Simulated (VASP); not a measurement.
Be4S:

```xyz
5
Lattice="3.6960 0.0000 0.0000 0.0000 3.6960 0.0000 0.0000 0.0000 3.6960" Properties=species:S:1:pos:R:3 pbc="T T T"
Be    3.0163    3.0163    3.0163
Be    0.6797    0.6797    3.0163
Be    0.6797    3.0163    0.6797
Be    3.0163    0.6797    0.6797
S     1.8480    1.8480    1.8480
```

The cell was built from a structure type or drawn by symmetry, and may not be a known phase.

| Property | Result |
| --- | --- |
| Program | VASP 6.6.1 |
| Task | relaxation of cell and atoms |
| Functional | PBE |
| Potentials or basis | VASP PAW PBE potentials, release 64 (Be, S) |
| Cutoff | 600 eV |
| k mesh | 6 × 6 × 6 |
| Occupations | gaussian, width 0.1 eV |
| Spin | no spin polarisation |

At the start: pressure 15.7 GPa; volume 10.10 Å³/atom.

**Question.** How do energy, volume and symmetry change on relaxing?

**Answer.** Over 4 steps the energy falls by 161.8 meV/atom and the volume is 11.56 Å³/atom (+14.4 %); space group P-43m (No. 215, to 0.1 Å) before and after.

The path:
| step | energy change (eV) | largest force (eV/Å) | pressure (GPa) | volume (Å³) |
| --- | --- | --- | --- | --- |
| 1 | 0.0000 | 2.9725 | 15.71 | 50.49 |
| 2 | -0.7075 | 1.0221 | 0.74 | 58.07 |
| 3 | -0.7876 | 0.2797 | 3.16 | 55.91 |
| 4 | -0.8091 | 0.0078 | -0.24 | 57.78 |

Final structure:
```
Be S
1.0
     3.86589    0.00000    0.00000
     0.00000    3.86589    0.00000
     0.00000    0.00000    3.86589
Be S
4 1
Direct
  0.80109 0.80109 0.80109
  0.19891 0.19891 0.80109
  0.19891 0.80109 0.19891
  0.80109 0.19891 0.19891
  0.50000 0.50000 0.50000
```
